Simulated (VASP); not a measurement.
# ZnSe (I-4m2) in VASP: notebook

ZnSe is run at these levels: LDA; tasks: single point.

Program: VASP 6.6.1. These are calculated values, not measurements. Logs are shortened: lines on timing, memory, paths and dates and some standing lists are left out, and cuts for length are marked.

## Step 1: The cell of the first run

It takes space group I-4m2 (No. 119, tetragonal). Conventional cell: a = 3.987 Å, b = 3.987 Å, c = 4.994 Å, α = 90.00°, β = 90.00°, γ = 90.00°. Zn (site symmetry -4m2) has 4 Se at 2.35 Å within 3.1 Å. Se (site symmetry -4m2) has 4 Zn at 2.35 Å within 3.1 Å.

## Step 2: Single point, LDA (19.84 Å³/atom)

INCAR reads:

```
SYSTEM = ZnSe
PREC = Accurate ; ENCUT = 520
EDIFF = 1E-6 ; ISMEAR = 0
SIGMA = 0.05 ; LREAL = .FALSE.
LASPH = .TRUE. ; NELM = 60
ALGO = Normal ; ISIF = 2
LWAVE = .FALSE. ; LCHARG = .FALSE.
GGA = CA ; NBANDS = 16
```

KPOINTS reads:

```
regular mesh
0
G
  10 10 10
  0 0 0
```

POSCAR reads:

```
ZnSe
1.0
    0.0000000000      2.4968562551      2.8190767247
    2.8190767247      0.0000000000      2.8190767247
    2.8190767247      2.4968562551      0.0000000000
Zn Se
1 1
Direct
    0.0000000000      0.0000000000      0.0000000000
    0.7500000000      0.7500000000      0.7500000000
```

Potentials or basis: VASP PAW LDA potentials, release 64 (Zn, Se).

Command:

```bash
cat potpaw_LDA.64/Zn/POTCAR potpaw_LDA.64/Se/POTCAR > POTCAR
mpirun -np 1 vasp_std > vasp.out
```

OUTCAR:

```text
SYSTEM = ZnSe
   PREC = Accurate
   ENCUT = 520
   EDIFF = 1E-6
   ISMEAR = 0
   LREAL = .FALSE.
   LASPH = .TRUE.
   NELM = 60
   ISIF = 2
   GGA = CA

 ion  position               nearest neighbor table
   1  0.000  0.000  0.000-   2 2.35   2 2.35   2 2.35   2 2.35
   2  0.750  0.750  0.750-   1 2.35   1 2.35   1 2.35   1 2.35

  LATTYP: Found a body centered tetragonal cell.
 ALAT       =     3.9867765374
 C/A-ratio  =     1.2525689522

  Lattice vectors:

 A1 = (   0.0000000000,  -2.4968562551,   2.8190767247)
 A2 = (   0.0000000000,  -2.4968562551,  -2.8190767247)
 A3 = (   2.8190767247,   2.4968562551,   0.0000000000)

Analysis of symmetry for initial positions (statically):
=====================================================================
 Subroutine PRICEL returns:
 Original cell was already a primitive cell.

 Routine SETGRP: Setting up the symmetry group for a
 body centered tetragonal supercell.

 Subroutine GETGRP returns: Found  8 space group operations
 (whereof  8 operations were pure point group operations)
 out of a pool of 16 trial point group operations.

The static configuration has the point symmetry D_2d.

Analysis of symmetry for dynamics (positions and initial velocities):
=====================================================================
 Subroutine PRICEL returns:
 Original cell was already a primitive cell.

 Routine SETGRP: Setting up the symmetry group for a
 body centered tetragonal supercell.

 Subroutine GETGRP returns: Found  8 space group operations
 (whereof  8 operations were pure point group operations)
 out of a pool of 16 trial point group operations.

The dynamic configuration has the point symmetry D_2d.

 Subroutine INISYM returns: Found  8 space group operations
 (whereof  8 operations are pure point group operations),
 and found     1 'primitive' translations

----------------------------------------------------------------------------------------

                                     Primitive cell

  volume of cell :      39.6860

  direct lattice vectors                    reciprocal lattice vectors
     0.000000000  2.496856255  2.819076725    -0.177363034  0.200251816  0.177363034
     2.819076725  0.000000000  2.819076725     0.177363034 -0.200251816  0.177363034
     2.819076725  2.496856255  0.000000000     0.177363034  0.200251816 -0.177363034

  length of vectors
     3.765831215  3.986776537  3.765831215     0.320961184  0.320961184  0.320961184

  position of ions in fractional coordinates (direct lattice)
     0.000000000  0.000000000  0.000000000
     0.750000000  0.750000000  0.750000000

[... 77 lines left out ...]
   LREAL  =      F    real-space projection
   EDIFFG = 0.1E-04   stopping-criterion for IOM
   NSW    =      0    number of steps for IOM
   IBRION =     -1    ionic relax: 0-MD 1-quasi-New 2-CG
   NFREE  =      0    steps in history (QN), initial steepest desc. (CG)
   ISIF   =      2    stress and relaxation
   ISYM   =      2    0-nonsym 1-usesym 2-fastsym
   POTIM  = 0.5000    time-step for ionic-motion
   TEBEG  =    0.0;   TEEND  =   0.0 temperature during run
   PSTRESS=    0.0 pullay stress
   NELECT =      18.0000    total number of electrons
   NUPDOWN=      -1.0000    fix difference up-down
   EMIN   =  10.00;   EMAX   =-10.00  energy-range for DOS
   EFERMI =   0.00;   METHOD = LEGACY
   ISMEAR =     0;   SIGMA  =   0.05  broadening in eV -4-tet -1-fermi 0-gaus
   EFERMI_NEDOS =   21; number of points for ismear=-14 and -15
   IALGO  =     38    algorithm
   IMIX   =      4    mixing-type and parameters
     AMIX     =   0.40;   BMIX     =  1.00
     AMIX_MAG =   1.60;   BMIX_MAG =  1.00
  volume/ion in A,a.u.               =      19.84       133.91
  Fermi-wavevector in a.u.,A,eV,Ry     =   1.257824  2.376943 21.526067  1.582121
  Thomas-Fermi vector in A             =   2.391464
   LORBIT       =      0    0 simple, 1 ext, 2 COOP (PROOUT), +10 PAW based schemes
   GGA     = CA    functional components
   LHFCALC =     F    Hartree Fock is set to
   AEXX    =    0.0000 exact exchange contribution
   IVDW    =     0    specifies the selected vdW correction
   LEPSILON=     F    determine dielectric tensor
   LRPA    =     F    only Hartree local field effects (RPA)
 non-spin polarized calculation
 Gauss-broadening in eV      SIGMA  =   0.05
  energy-cutoff  :      520.00
  volume of cell :       39.69
 maximum number of plane-waves:      1096
   NGX = 15   NGY = 15   NGZ = 15

 number of electron      18.0000007 magnetization

 Free energy of the ion-electron system (eV)
  ---------------------------------------------------
  ext. energy  EPLUGINS =         0.00000000
  ---------------------------------------------------
  free energy    TOTEN  =        -7.25708257 eV

  energy without entropy =       -7.25708257  energy(sigma->0) =       -7.25708257

 E-fermi :   3.3019     XC(G=0): -10.3323

 val. band max:        3.0449888777   @ k =   0.0000   0.0000   0.0000
 cond. band min:       4.4139332207   @ k =   0.0000   0.0000   0.0000
 fundamental gap:      1.3689443430
 Fermi energy:         3.3019116185

 k-point     1 :       0.0000    0.0000    0.0000
  band No.  band energies     occupation
      1     -11.4295      2.00000
      2      -4.4537      2.00000
      3      -4.4537      2.00000
      4      -4.4029      2.00000
      5      -3.9894      2.00000
      6      -3.9438      2.00000
[... 433 lines left out ...]
      3      -4.2502      2.00000
      4      -4.1361      2.00000
      5      -3.9833      2.00000
      6      -3.9051      2.00000
[... 8 lines left out ...]
     15      16.0190      0.00000
     16      18.0249      0.00000

 [... further k-points ...]

------------------------ aborting loop because EDIFF is reached ----------------------------------------

  FORCE on cell =-STRESS in cart. coord.  units (eV):
  Direction    XX          YY          ZZ          XY          YZ          ZX
  --------------------------------------------------------------------------------------
  -------------------------------------------------------------------------------------
  Total        1.5439027      2.2846451      1.5439027      0.0000000     -0.0000000      0.0000000
  in kB       62.3294326     92.2342041     62.3294326      0.0000000     -0.0000000      0.0000000
  external PRESSURE =      72.2976897 kB  Pullay stress =       0.0000000 kB

 VOLUME and BASIS-vectors are now :
 -----------------------------------------------------------------------------
  energy-cutoff  :      520.00
  volume of cell :       39.69
      direct lattice vectors                 reciprocal lattice vectors
     0.000000000  2.496856255  2.819076725    -0.177363034  0.200251816  0.177363034
     2.819076725  0.000000000  2.819076725     0.177363034 -0.200251816  0.177363034
     2.819076725  2.496856255  0.000000000     0.177363034  0.200251816 -0.177363034

 POSITION                                       TOTAL-FORCE (eV/Angst)
 -----------------------------------------------------------------------------------
      0.00000      0.00000      0.00000        -0.000000      0.000000     -0.000000
      4.22862      3.74528      4.22862         0.000000     -0.000000      0.000000
 -----------------------------------------------------------------------------------
    total drift:                                0.000002     -0.000007      0.000002

  FREE ENERGIE OF THE ION-ELECTRON SYSTEM (eV)
  ---------------------------------------------------
  free  energy   TOTEN  =        -7.2570825724 eV

  energy  without entropy=       -7.2570825724  energy(sigma->0) =       -7.25708257
```

OSZICAR:

```text
N       E                     dE             d eps       ncg     rms          rms(c)
DAV:   1     0.861777090582E+02    0.86178E+02   -0.88907E+03  3272   0.135E+03
DAV:   2    -0.235339855610E+01   -0.88531E+02   -0.83226E+02  3704   0.257E+02
DAV:   3    -0.755140734829E+01   -0.51980E+01   -0.51796E+01  3920   0.607E+01
DAV:   4    -0.759126937762E+01   -0.39862E-01   -0.39858E-01  4128   0.572E+00
DAV:   5    -0.759145405420E+01   -0.18468E-03   -0.18468E-03  3984   0.355E-01    0.620E+00
DAV:   6    -0.729406670523E+01    0.29739E+00   -0.57934E-01  4600   0.272E+01    0.459E+00
DAV:   7    -0.726272420881E+01    0.31342E-01   -0.17917E-01  3952   0.427E+00    0.188E+00
DAV:   8    -0.725770532322E+01    0.50189E-02   -0.43681E-03  5088   0.108E+00    0.462E-01
DAV:   9    -0.725707810749E+01    0.62722E-03   -0.11479E-03  3816   0.297E-01    0.580E-02
DAV:  10    -0.725708833330E+01   -0.10226E-04   -0.15545E-04  4808   0.159E-01    0.238E-02
DAV:  11    -0.725708274608E+01    0.55872E-05   -0.13793E-05  4664   0.681E-02    0.810E-03
DAV:  12    -0.725708257239E+01    0.17369E-06   -0.26804E-06  3808   0.134E-02
   1 F= -.72570826E+01 E0= -.72570826E+01  d E =-.962512E-16
```

stdout:

```text
POSCAR found type information on POSCAR ZnSe
 POSCAR found :  2 types and       2 ions
 scaLAPACK will be used
 LDA part: xc-table for (Slater(with rela. corr.)+CA(PZ))
 , standard interpolation
 POSCAR, INCAR and KPOINTS ok, starting setup
 FFT: planning ... GRIDC
 FFT: planning ... GRID_SOFT
 FFT: planning ... GRID
 WAVECAR not read
 entering main loop
```

Wall time 73 s (1 thread of Intel Xeon 8259CL, shared host); peak memory 0.19 GiB.

Results:

* Free energy: -7.2571 eV
* Pressure: 7.2 GPa
* Band gap on the k mesh: 1.37 eV

Stress tensor (GPa, compression positive):
```
6.23 0.00 0.00
0.00 9.22 0.00
0.00 0.00 6.23
```

Levels at points of the mesh, in eV from the valence-band top:
| k point | band 6 | band 7 | band 8 | band 9 | band 10 | band 11 | band 12 | band 13 |
| --- | --- | --- | --- | --- | --- | --- | --- | --- |
| (0.00, 0.00, 0.00) | -6.99 | -0.39 | -0.39 | 0.00 | 1.37 | 5.49 | 5.52 | 5.52 |
| (0.50, 0.00, 0.00) | -6.81 | -6.39 | -1.70 | -0.97 | 2.17 | 5.49 | 6.85 | 8.59 |
| (0.50, 0.50, 0.00) | -6.85 | -5.89 | -2.80 | -2.52 | 2.51 | 3.50 | 10.75 | 10.76 |
| (0.50, 0.00, 0.50) | -6.64 | -5.13 | -3.43 | -3.43 | 1.87 | 2.21 | 11.71 | 11.71 |

Caveat: the cell stands under pressure. LDA gaps usually lie below the measured ones, often by a third to a half.

## Step 3: Single point, LDA (20.71 Å³/atom)

This run uses another cell than the first one, of 20.71 Å³/atom.

INCAR reads:

```
SYSTEM = ZnSe
PREC = Accurate
ENCUT = 520
EDIFF = 1E-6
ISMEAR = 0
SIGMA = 0.05
LREAL = .FALSE.
LASPH = .TRUE.
NELM = 60
ALGO = Normal
ISIF = 2
LWAVE = .FALSE.
LCHARG = .FALSE.
GGA = CA
NBANDS = 16
```

KPOINTS is that of step 2.

POSCAR reads:

```
ZnSe
1.0
    0.0000000000      2.4322257042      2.9177371691
    2.9177371691      0.0000000000      2.9177371691
    2.9177371691      2.4322257042      0.0000000000
Zn Se
1 1
Direct
    0.0000000000      0.0000000000      0.0000000000
    0.7500000000      0.7500000000      0.7500000000
```

Potentials or basis: VASP PAW LDA potentials, release 64 (Zn, Se).

Command:

```bash
cat potpaw_LDA.64/Zn/POTCAR potpaw_LDA.64/Se/POTCAR > POTCAR
mpirun -np 1 vasp_std > vasp.out
```

Wall time 80 s (1 thread of Intel Xeon 8259CL, shared host); peak memory 0.2 GiB.

It converged, with:

* Free energy: -7.2719 eV
* Pressure: 2.7 GPa
* Band gap on the k mesh: 1.06 eV

Stress tensor (GPa, compression positive):
```
1.20 0.00 0.00
0.00 5.61 0.00
0.00 0.00 1.20
```

Levels at points of the mesh, in eV from the valence-band top:
```
           k point  band 5  band 6  band 7  band 8  band 9  band 10  band 11  band 12  band 13  band 14
(0.00, 0.00, 0.00)   -6.93   -6.88   -0.51   -0.51    0.00     1.06     5.56     5.63     5.63     9.75
(0.50, 0.00, 0.00)   -6.85   -6.72   -6.08   -1.80   -0.84     1.88     5.26     7.25     8.63    10.47
(0.50, 0.50, 0.00)   -6.88   -6.78   -5.81   -2.54   -2.17     2.69     3.75     9.88     9.98    10.98
(0.50, 0.00, 0.50)   -6.82   -6.51   -4.71   -3.48   -3.48     1.82     1.87    11.29    11.29    11.91
```

LDA gaps usually lie below the measured ones, often by a third to a half.

## Step 4: Single point, LDA (20.71 Å³/atom)

This run uses another cell than the first one, of 20.71 Å³/atom.

INCAR reads:

```
ALGO     = Normal         # electronic algorithm
EDIFF    = 1E-6           # SCF threshold, eV
ENCUT    = 520            # plane-wave cutoff, eV
GGA      = CA             # functional
ISIF     = 2              # what is computed and relaxed
ISMEAR   = 0              # smearing method
LASPH    = T              # aspherical terms in the spheres
LCHARG   = F              # write CHGCAR
LREAL    = F              # projectors in reciprocal space
LWAVE    = F              # write WAVECAR
NBANDS   = 16             # bands
NELM     = 60             # most SCF steps
PREC     = Accurate       # precision mode
SIGMA    = 0.05           # smearing width, eV
```

KPOINTS reads:

```
k-points
0
Gamma
  10 10 10
```

POSCAR reads:

```
ZnSe
1.0
    0.0000000000      3.1001999716      2.5843614301
    2.5843614301      0.0000000000      2.5843614301
    2.5843614301      3.1001999716      0.0000000000
Zn Se
1 1
Direct
    0.0000000000      0.0000000000      0.0000000000
    0.7500000000      0.7500000000      0.7500000000
```

Command:

```bash
cat potpaw_LDA.64/Zn/POTCAR potpaw_LDA.64/Se/POTCAR > POTCAR
mpirun -np 1 vasp_std > vasp.out
```

Wall time 90 s (1 thread of Intel Xeon 8259CL, shared host); peak memory 0.2 GiB.

It converged, with:

```
Free energy            : -7.2166 eV
Pressure               : 2.9 GPa
Band gap on the k mesh : 0.96 eV
```

Stress tensor (GPa, compression positive):
```
 6.09  0.00  0.00
 0.00 -3.52  0.00
 0.00  0.00  6.09
```

Levels at points of the mesh, in eV from the valence-band top:
```csv
k point,band 6,band 7,band 8,band 9,band 10,band 11,band 12,band 13
"(0.00, 0.00, 0.00)",-6.90,-1.03,0.00,0.00,0.96,5.57,5.57,5.62
"(0.50, 0.00, 0.00)",-6.75,-6.08,-1.95,-0.61,1.73,5.90,6.87,8.47
"(0.50, 0.50, 0.00)",-6.63,-5.08,-3.27,-2.90,2.03,2.50,9.59,10.64
"(0.50, 0.00, 0.50)",-6.87,-6.22,-2.03,-2.03,3.10,4.21,9.56,11.45
```

As with any semilocal functional, this LDA gap is likely too small.

## Step 5: Single point, LDA (20.71 Å³/atom)

This run uses another cell than the first one, of 20.71 Å³/atom.

INCAR reads:

```
SYSTEM = ZnSe
PREC     = Accurate       ! precision mode
ENCUT    = 520            ! plane-wave cutoff, eV
EDIFF    = 1E-6           ! SCF threshold, eV
ISMEAR   = 0              ! smearing method
SIGMA    = 0.05           ! smearing width, eV
LREAL    = .FALSE.        ! projectors in reciprocal space
LASPH    = .TRUE.         ! aspherical terms in the spheres
NELM     = 100            ! most SCF steps
ALGO     = Normal         ! electronic algorithm
ISIF     = 2              ! what is computed and relaxed
LWAVE    = .FALSE.        ! write WAVECAR
LCHARG   = .FALSE.        ! write CHGCAR
GGA      = CA             ! functional
NBANDS   = 16             ! bands
```

KPOINTS reads:

```
regular mesh
0
G
  10 10 10
  0 0 0
```

POSCAR reads:

```
ZnSe
1.0
    0.0000000000      2.6370756311      2.8021205304
    2.8021205304      0.0000000000      2.8021205304
    2.8021205304      2.6370756311      0.0000000000
Zn Se
1 1
Direct
    0.0000000000      0.0000000000      0.0000000000
    0.7500000000      0.7500000000      0.7500000000
```

Command:

```bash
cat potpaw_LDA.64/Zn/POTCAR potpaw_LDA.64/Se/POTCAR > POTCAR
mpirun -np 1 vasp_std > vasp.out
```

It took 99 s on 1 thread of Intel Xeon 8259CL, shared host; peak memory 0.2 GiB.

The run converged. Its results:

- Free energy: -7.3408 eV
- Pressure: 3.5 GPa
- Band gap on the k mesh: 1.31 eV

Stress tensor (GPa, compression positive):
```
2.90 0.00 0.00
0.00 4.84 0.00
0.00 0.00 2.90
```

Levels at points of the mesh, in eV from the valence-band top:
| k point | band 5 | band 6 | band 7 | band 8 | band 9 | band 10 | band 11 | band 12 | band 13 | band 14 |
| --- | --- | --- | --- | --- | --- | --- | --- | --- | --- | --- |
| (0.00, 0.00, 0.00) | -6.76 | -6.74 | -0.21 | -0.21 | 0.00 | 1.31 | 5.54 | 5.56 | 5.56 | 9.89 |
| (0.50, 0.00, 0.00) | -6.72 | -6.56 | -6.05 | -1.35 | -0.97 | 2.35 | 5.87 | 6.46 | 8.47 | 11.04 |
| (0.50, 0.50, 0.00) | -6.70 | -6.57 | -5.50 | -2.63 | -2.50 | 2.56 | 3.37 | 10.86 | 11.16 | 11.81 |
| (0.50, 0.00, 0.50) | -6.69 | -6.48 | -5.13 | -2.93 | -2.93 | 2.26 | 2.76 | 11.50 | 11.57 | 11.57 |

Caveat: the cell stands under pressure. Expect the measured gap to be larger: semilocal functionals such as LDA lack the derivative discontinuity.

## Step 6: Single point, LDA (20.71 Å³/atom)

This run uses another cell than the first one, of 20.71 Å³/atom.

INCAR reads:

```
SYSTEM = ZnSe
PREC = Accurate
ENCUT = 520
EDIFF = 1E-7
ISMEAR = 0
SIGMA = 0.05
LREAL = .False.
LASPH = .True.
NELM = 80
ALGO = Normal
ISIF = 2
LWAVE = .False.
LCHARG = .True.
GGA = CA
LELF = .True.
LVHAR = .True.
NBANDS = 16
```

KPOINTS reads:

```
regular mesh
0
Gamma
  10 10 10
  0 0 0
```

POSCAR reads:

```
ZnSe
1.0
    0.0000000000      2.9773372513      2.6371454838
    2.6371454838      0.0000000000      2.6371454838
    2.6371454838      2.9773372513      0.0000000000
Zn Se
1 1
Direct
    0.0000000000      0.0000000000      0.0000000000
    0.7500000000      0.7500000000      0.7500000000
```

Potentials or basis: VASP PAW LDA potentials, release 64 (Zn, Se).

Command:

```bash
cat potpaw_LDA.64/Zn/POTCAR potpaw_LDA.64/Se/POTCAR > POTCAR
mpirun -np 1 vasp_std > vasp.out
```

It took 1.8 min on 1 thread of Intel Xeon 8259CL, shared host; peak memory 0.2 GiB.

Results (log left out):

| Property | Result |
| --- | --- |
| Free energy | -7.2961 eV |
| Pressure | 3.3 GPa |
| Band gap on the k mesh | 1.20 eV |

Stress tensor (GPa, compression positive):
```
 5.20  0.00  0.00
 0.00 -0.53  0.00
 0.00  0.00  5.20
```

Levels at points of the mesh, in eV from the valence-band top:
```
           k point  band 7  band 8  band 9  band 10  band 11  band 12
(0.00, 0.00, 0.00)   -0.62    0.00    0.00     1.20     5.57     5.57
(0.50, 0.00, 0.00)   -6.04   -1.62   -0.76     2.12     5.88     6.66
(0.50, 0.50, 0.00)   -5.14   -3.06   -2.80     2.22     2.76    10.39
(0.50, 0.00, 0.50)   -5.90   -2.22   -2.22     2.91     3.92    10.17
```

Caveat: the cell stands under pressure. A hybrid or GW would open this gap; LDA tends to underestimate it.

## Step 7: The runs side by side

```csv
cell,gap on the mesh (eV),pressure (GPa)
"a = 3.766, b = 3.987 Å, angles 58.0, 63.9, 58.0°, 2 atoms",1.37,7.2
"a = 3.799, b = 4.126 Å, angles 57.1, 65.8, 57.1°, 2 atoms",1.06,2.7
"a = 4.036, b = 3.655 Å, angles 63.1, 53.8, 63.1°, 2 atoms",0.96,2.9
"a = 3.848, b = 3.963 Å, angles 59.0, 62.0, 59.0°, 2 atoms",1.31,3.5
"a = 3.977, b = 3.729 Å, angles 62.0, 55.9, 62.0°, 2 atoms",1.20,3.3
```

Alike in all rows: task single point; level LDA; potentials or basis VASP PAW LDA potentials, release 64 (Zn, Se); no spin polarisation; k mesh 10 × 10 × 10; cutoff (eV) 520; smearing gaussian 0.05 eV.

Caveats: the cell stands under pressure (at least some runs).

Total energies depend on the potentials used, so only differences within one code and one set of settings carry meaning.
